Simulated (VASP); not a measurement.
BP:

```
CELL_PARAMETERS angstrom
0.00000 2.39874 2.26832
2.39874 0.00000 2.26832
2.39874 2.39874 0.00000
ATOMIC_POSITIONS crystal
B 0.00000 0.00000 0.00000
P 0.25000 0.25000 0.25000
```

This cell differs from its parent crystal: biaxial xy strain +5.8%.

Base run:

| Item | Value |
| --- | --- |
| Program | VASP 6.6.1 |
| Functional | PBE |
| Potentials or basis | VASP PAW PBE potentials, release 64 (B, P) |
| Cutoff | 520 eV |
| k mesh | 6 × 6 × 6 |
| Occupations | gaussian, width 0.01 eV |
| Spin | no spin polarisation |

Its results: band gap on the k mesh 0.72 eV, indirect (least direct gap 2.73 eV); pressure -13.9 GPa.

Q: The run is repeated on the same cell with these changes: functional from PBE to HSE06; further incar settings from ALGO = Normal; EDIFF = 1e-06; NBANDS = 11 to ALGO = Normal; EDIFF = 1e-07; NBANDS = 11. What comes out?

A: Band gap on the k mesh 1.42 eV, indirect (least direct gap 3.64 eV); pressure -17.1 GPa.

Caveats: the PAW data sets were made with another functional, which shifts forces and pressure a little (some runs).

A k mesh can miss the band edges.
